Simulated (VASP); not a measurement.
# TlPt (P6/mmm) in VASP: notebook, part 2 of 2

VASP 6.6.1.

### Step 6. Single point, PBEsol

This run uses another cell than the first one, of 22.99 Å³/atom.

Contents of INCAR:

```
SYSTEM = TlPt
PREC = Accurate
ENCUT = 520
EDIFF = 1E-6
ISMEAR = 0
SIGMA = 0.1
LREAL = .False.
LASPH = .True.
NELM = 60
ALGO = Fast
ISIF = 2
LWAVE = .False.
LCHARG = .True.
GGA = PS
LELF = .True.
LVHAR = .True.
NBANDS = 44
```

Contents of KPOINTS:

```
regular mesh
0
Gamma
  6 6 10
  0 0 0
```

Contents of POSCAR:

```
TlPt
1.0
    6.2612371626      0.0000000000      0.0000000000
   -3.1306185813      5.4223904420      0.0000000000
    0.0000000000      0.0000000000      4.0630009814
Tl Pt
3 3
Direct
    0.0000000000      0.5000000000      0.0000000000
    0.5000000000      0.0000000000      0.0000000000
    0.5000000000      0.5000000000      0.0000000000
    0.0000000000      0.0000000000      0.0000000000
    0.6666666667      0.3333333333      0.5000000000
    0.3333333333      0.6666666667      0.5000000000
```

Potentials or basis: VASP PAW PBE potentials, release 64 (Tl_d, Pt).

The run is started by

```bash
$ cat potpaw_PBE.64/Tl_d/POTCAR potpaw_PBE.64/Pt/POTCAR > POTCAR
$ mpirun -np 1 vasp_std > vasp.out
```

OUTCAR:

```text
SYSTEM = TlPt
   PREC = Accurate
   ENCUT = 520
   EDIFF = 1E-6
   ISMEAR = 0
   LREAL = .False.
   LASPH = .True.
   NELM = 60
   ISIF = 2
   GGA = PS

 ion  position               nearest neighbor table
   1  0.000  0.500  0.000-   5 2.72   6 2.72   5 2.72   6 2.72   3 3.13   3 3.13   4 3.13   4 3.13
                             2 3.13   2 3.13
   2  0.500  0.000  0.000-   5 2.72   6 2.72   5 2.72   6 2.72   4 3.13   4 3.13   1 3.13   3 3.13
                             3 3.13   1 3.13
   3  0.500  0.500  0.000-   5 2.72   6 2.72   5 2.72   6 2.72   1 3.13   1 3.13   4 3.13   2 3.13
                             2 3.13   4 3.13
   4  0.000  0.000  0.000-   2 3.13   2 3.13   3 3.13   1 3.13   1 3.13   3 3.13
   5  0.667  0.333  0.500-   1 2.72   1 2.72   2 2.72   2 2.72   3 2.72   3 2.72
   6  0.333  0.667  0.500-   1 2.72   1 2.72   2 2.72   2 2.72   3 2.72   3 2.72

  LATTYP: Found a hexagonal cell.
 ALAT       =     6.2612371626
 C/A-ratio  =     0.6489134457

  Lattice vectors:

 A1 = (   6.2612371626,   0.0000000000,   0.0000000000)
 A2 = (  -3.1306185813,   5.4223904420,   0.0000000000)
 A3 = (   0.0000000000,   0.0000000000,   4.0630009814)

Analysis of symmetry for initial positions (statically):
=====================================================================
 Subroutine PRICEL returns:
 Original cell was already a primitive cell.

 Routine SETGRP: Setting up the symmetry group for a
 hexagonal supercell.

 Subroutine GETGRP returns: Found 24 space group operations
 (whereof 24 operations were pure point group operations)
 out of a pool of 24 trial point group operations.

The static configuration has the point symmetry D_6h.

Analysis of symmetry for dynamics (positions and initial velocities):
=====================================================================
 Subroutine PRICEL returns:
 Original cell was already a primitive cell.

 Routine SETGRP: Setting up the symmetry group for a
 hexagonal supercell.

 Subroutine GETGRP returns: Found 24 space group operations
 (whereof 24 operations were pure point group operations)
 out of a pool of 24 trial point group operations.

The dynamic configuration has the point symmetry D_6h.

 Subroutine INISYM returns: Found 24 space group operations
 (whereof 24 operations are pure point group operations),
 and found     1 'primitive' translations

----------------------------------------------------------------------------------------

                                     Primitive cell

  volume of cell :     137.9424

  direct lattice vectors                    reciprocal lattice vectors
     6.261237163  0.000000000  0.000000000     0.159712845  0.092210254  0.000000000
    -3.130618581  5.422390442  0.000000000     0.000000000  0.184420508  0.000000000
     0.000000000  0.000000000  4.063000981     0.000000000  0.000000000  0.246123495

  length of vectors
     6.261237163  6.261237163  4.063000981     0.184420508  0.184420508  0.246123495

  position of ions in fractional coordinates (direct lattice)
     1.000000000  0.500000000  0.000000000
     0.500000000  0.000000000  0.000000000
     0.500000000  0.500000000  0.000000000
     0.000000000  0.000000000  0.000000000
     0.666666667  0.333333333  0.500000000
[... 32 lines left out ...]
 Subroutine IBZKPT returns following result:
 ===========================================

 Found     42 irreducible k-points:

 Following reciprocal coordinates:
            Coordinates               Weight
  0.000000  0.000000  0.000000      1.000000
  0.166667  0.000000  0.000000      6.000000
  0.333333 -0.000000  0.000000      6.000000
  0.500000 -0.000000  0.000000      3.000000
  0.166667  0.166667  0.000000      6.000000
  0.333333  0.166667  0.000000     12.000000
[... 16 lines left out ...]
  0.166667  0.000000  0.300000     12.000000
  0.333333 -0.000000  0.300000     12.000000
 [... further k-points ...]
   k-points           NKPTS =     42   k-points in BZ     NKDIM =     42   number of bands    NBANDS=     44
   number of dos      NEDOS =    301   number of ions     NIONS =      6
   total plane-waves  NPLWV =  69120
   dimension x,y,z NGX =    48 NGY =   48 NGZ =   30
   dimension x,y,z NGXF=    96 NGYF=   96 NGZF=   60
   ions per type =               3   3
   NGX,Y,Z   is equivalent  to a cutoff of  12.74, 12.74, 12.28 a.u.
   NGXF,Y,Z  is equivalent  to a cutoff of  25.49, 25.49, 24.55 a.u.
 SYSTEM =  TlPt
   PREC   = accura    normal or accurate (medium, high low for compatibility)
   ISTART =      0    job   : 0-new  1-cont  2-samecut
   ICHARG =      2    charge: 1-file 2-atom 10-const
   ISPIN  =      1    spin polarized calculation?
   LNONCOLLINEAR =      F non collinear calculations
   LSORBIT =      F    spin-orbit coupling
   LASPH  =      T    aspherical Exc in radial PAW
   ENCUT  =  520.0 eV  38.22 Ry    6.18 a.u.  11.64 11.64  7.55*2*pi/ulx,y,z
   NELM   =     60;   NELMIN=  2; NELMDL= -5     # of ELM steps
   EDIFF  = 0.1E-05   stopping-criterion for ELM
   LREAL  =      F    real-space projection
   EDIFFG = 0.1E-04   stopping-criterion for IOM
   NSW    =      0    number of steps for IOM
   IBRION =     -1    ionic relax: 0-MD 1-quasi-New 2-CG
   NFREE  =      0    steps in history (QN), initial steepest desc. (CG)
   ISIF   =      2    stress and relaxation
   ISYM   =      2    0-nonsym 1-usesym 2-fastsym
   POTIM  = 0.5000    time-step for ionic-motion
   TEBEG  =    0.0;   TEEND  =   0.0 temperature during run
   PSTRESS=    0.0 pullay stress
   NELECT =      69.0000    total number of electrons
   NUPDOWN=      -1.0000    fix difference up-down
   EMIN   =  10.00;   EMAX   =-10.00  energy-range for DOS
   EFERMI =   0.00;   METHOD = LEGACY
   ISMEAR =     0;   SIGMA  =   0.10  broadening in eV -4-tet -1-fermi 0-gaus
   EFERMI_NEDOS =   21; number of points for ismear=-14 and -15
   IALGO  =     68    algorithm
   IMIX   =      4    mixing-type and parameters
     AMIX     =   0.40;   BMIX     =  1.00
     AMIX_MAG =   1.60;   BMIX_MAG =  1.00
  volume/ion in A,a.u.               =      22.99       155.15
  Fermi-wavevector in a.u.,A,eV,Ry     =   1.299547  2.455787 22.977815  1.688822
  Thomas-Fermi vector in A             =   2.430803
   LORBIT       =      0    0 simple, 1 ext, 2 COOP (PROOUT), +10 PAW based schemes
   GGA     = PS    functional components
   LHFCALC =     F    Hartree Fock is set to
   AEXX    =    0.0000 exact exchange contribution
   IVDW    =     0    specifies the selected vdW correction
   LEPSILON=     F    determine dielectric tensor
   LRPA    =     F    only Hartree local field effects (RPA)
 non-spin polarized calculation
 RMM-DIIS sequential band-by-band and
 Gauss-broadening in eV      SIGMA  =   0.10
  energy-cutoff  :      520.00
  volume of cell :      137.94
 maximum number of plane-waves:      3753
 NGX is ok and might be reduce to    48
   NGX = 23   NGY = 23   NGZ = 15

 number of electron      69.0000007 magnetization

 Free energy of the ion-electron system (eV)
  ---------------------------------------------------
  ext. energy  EPLUGINS =         0.00000000
  ---------------------------------------------------
  free energy    TOTEN  =       -25.23118922 eV

  energy without entropy =      -25.21194260  energy(sigma->0) =      -25.22156591

 E-fermi :   6.7099     XC(G=0): -11.1288

 val. band max:        6.7073289162   @ k =   0.3333   0.1667   0.5000
 cond. band min:       6.7284261011   @ k =   0.3333   0.3333   0.1000
 fundamental gap:      0.0210971849
 Fermi energy:         6.7099021574

 k-point     1 :       0.0000    0.0000    0.0000
  band No.  band energies     occupation
      1      -6.0053      2.00000
      2      -5.3191      2.00000
      3      -5.3191      2.00000
      4      -5.2183      2.00000
      5      -5.0625      2.00000
      6      -5.0625      2.00000
[... 1117 lines left out ...]
     43      12.6383      0.00000
     44      13.2606      0.00000

 [... further k-points ...]
[... 5 lines left out ...]
  --------------------------------------------------------------------------------------
  -------------------------------------------------------------------------------------
  Total        0.0171101      0.0171101     -0.0024050      0.0000000      0.0000000      0.0000000
  in kB        0.1987307      0.1987307     -0.0279333      0.0000000      0.0000000      0.0000000
  external PRESSURE =       0.1231760 kB  Pullay stress =       0.0000000 kB

 VOLUME and BASIS-vectors are now :
 -----------------------------------------------------------------------------
  energy-cutoff  :      520.00
  volume of cell :      137.94
      direct lattice vectors                 reciprocal lattice vectors
     6.261237163  0.000000000  0.000000000     0.159712845  0.092210254  0.000000000
    -3.130618581  5.422390442  0.000000000     0.000000000  0.184420508  0.000000000
     0.000000000  0.000000000  4.063000981     0.000000000  0.000000000  0.246123495

 POSITION                                       TOTAL-FORCE (eV/Angst)
 -----------------------------------------------------------------------------------
     -1.56531      2.71120      0.00000         0.000000      0.000000      0.000000
      3.13062      0.00000      0.00000         0.000000      0.000000      0.000000
      1.56531      2.71120      0.00000         0.000000      0.000000      0.000000
      0.00000      0.00000      0.00000         0.000000      0.000000      0.000000
      3.13062      1.80746      2.03150         0.000000      0.000000      0.000000
     -0.00000      3.61493      2.03150        -0.000000      0.000000      0.000000
 -----------------------------------------------------------------------------------
    total drift:                               -0.000000      0.000000      0.000000

  FREE ENERGIE OF THE ION-ELECTRON SYSTEM (eV)
  ---------------------------------------------------
  free  energy   TOTEN  =       -25.2311892165 eV

  energy  without entropy=      -25.2119426037  energy(sigma->0) =      -25.22156591
```

It took 7 min on 1 thread of Oxide Virtual Turin-like, shared host; peak memory 0.34 GiB.

What came out:

- Free energy: -25.2312 eV
- Pressure: 0.0 GPa
- Band gap on the k mesh: zero (an odd number of electrons rules out a gap without spin polarisation)

Levels at points of the mesh, in eV from the Fermi level:
```
           k point  band 33  band 34  band 35  band 36  band 37  band 38
(0.00, 0.00, 0.00)    -0.43    -0.43    -0.28    -0.28    -0.05     0.86
(0.50, 0.00, 0.00)    -0.90    -0.71     1.22     2.03     3.05     3.11
(0.00, 0.00, 0.50)    -0.55     0.79     0.79     1.11     1.11     1.24
(0.50, 0.00, 0.50)    -0.80    -0.79     0.06     0.66     1.16     2.69
```

Caveat: the PAW data sets were made with another functional, which shifts forces and pressure a little; spin-orbit coupling is left out, which moves the levels of the heavy elements.

### Step 7. The runs side by side

| task | cell | k mesh | cutoff (eV) | gap on the mesh (eV) | pressure (GPa) |
| --- | --- | --- | --- | --- | --- |
| relaxation of shape and atoms at fixed volume | relaxed from a = 6.323, b = 6.323, c = 4.103 Å, angles 90.0, 90.0, 120.0°, 6 atoms | 6 × 6 × 10 | 600 | none | -1.8 |
| single point | a = 6.758, b = 6.758, c = 3.852 Å, angles 90.0, 90.0, 120.0°, 6 atoms | 3 × 3 × 6 | 520 | none | -4.7 |
| single point | a = 6.031, b = 6.031, c = 4.117 Å, angles 90.0, 90.0, 120.0°, 6 atoms | 6 × 6 × 10 | 520 | none | 5.5 |
| single point | a = 6.144, b = 6.144, c = 4.093 Å, angles 90.0, 90.0, 120.0°, 6 atoms | 6 × 6 × 10 | 520 | none | 2.4 |
| single point | a = 6.261, b = 6.261, c = 4.063 Å, angles 90.0, 90.0, 120.0°, 6 atoms | 6 × 6 × 10 | 520 | none | 0.0 |

Alike in all rows: level PBEsol; potentials or basis VASP PAW PBE potentials, release 64 (Tl_d, Pt); no spin polarisation; smearing gaussian 0.1 eV.

Caveats: the PAW data sets were made with another functional, which shifts forces and pressure a little; spin-orbit coupling is left out, which moves the levels of the heavy elements; the cell stands under tension (at least some runs); the cell stands under pressure (at least some runs).

Total energies depend on the potentials used, so only differences within one code and one set of settings carry meaning.

The gap in the log of VASP goes by the Fermi energy; the results here count the filled bands.